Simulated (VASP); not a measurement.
Write the native input for VASP 6.6.1 that does the following.

- Task: single point
- Functional: PBE
- Potentials or basis: VASP PAW PBE potentials, release 64 (Sn_d, Te)
- Cutoff: 520 eV
- k mesh: 10 × 10 × 10
- Occupations: gaussian, width 0.03 eV
- Spin: no spin polarisation
- Dipole correction: no
- Further INCAR settings: ALGO = Normal; EDIFF = 1e-06; NBANDS = 17

The structure of SnTe lies in POSCAR:

```
SnTe
1.0
    0.0000000000      2.9986750000      3.0775875000
    2.9986750000      0.0000000000      3.0775875000
    2.9986750000      2.9986750000      0.0000000000
Sn Te
1 1
Direct
    0.0000000000      0.0000000000      0.0000000000
    0.5000000000      0.5000000000      0.5000000000
```

This cell differs from its parent crystal: strain -0.050 along x and y, -0.025 along z.

The input as run:

INCAR

```
PREC     = Accurate       # precision mode
ENCUT    = 520            # plane-wave cutoff, eV
EDIFF    = 1E-6           # SCF threshold, eV
ISMEAR   = 0              # smearing method
SIGMA    = 0.03           # smearing width, eV
LREAL    = False          # projectors in reciprocal space
LASPH    = True           # aspherical terms in the spheres
NELM     = 100            # most SCF steps
ALGO     = Normal         # electronic algorithm
ISIF     = 2              # what is computed and relaxed
LWAVE    = False          # write WAVECAR
LCHARG   = False          # write CHGCAR
GGA      = PE             # functional
NBANDS   = 17             # bands
```

KPOINTS

```
Automatic mesh
0
Gamma
  10 10 10
```

Potentials or basis: VASP PAW PBE potentials, release 64 (Sn_d, Te).

Command:

```console
$ cat potpaw_PBE.64/Sn_d/POTCAR potpaw_PBE.64/Te/POTCAR > POTCAR
$ mpirun -np 1 vasp_std > vasp.out
```

Results of the run:

The pressure is 10.4 GPa. The band gap on the k mesh is 0.14 eV, indirect (least direct gap 0.31 eV).

Caveat: the cell differs from its parent crystal (strain -0.050 along x and y, -0.025 along z); spin-orbit coupling is left out, which moves the levels of the heavy elements.

Wall time 24 s on 1 thread of Intel(R) Xeon(R) 6975P-C (Granite Rapids) (shared host), peak memory 0.24 GiB.
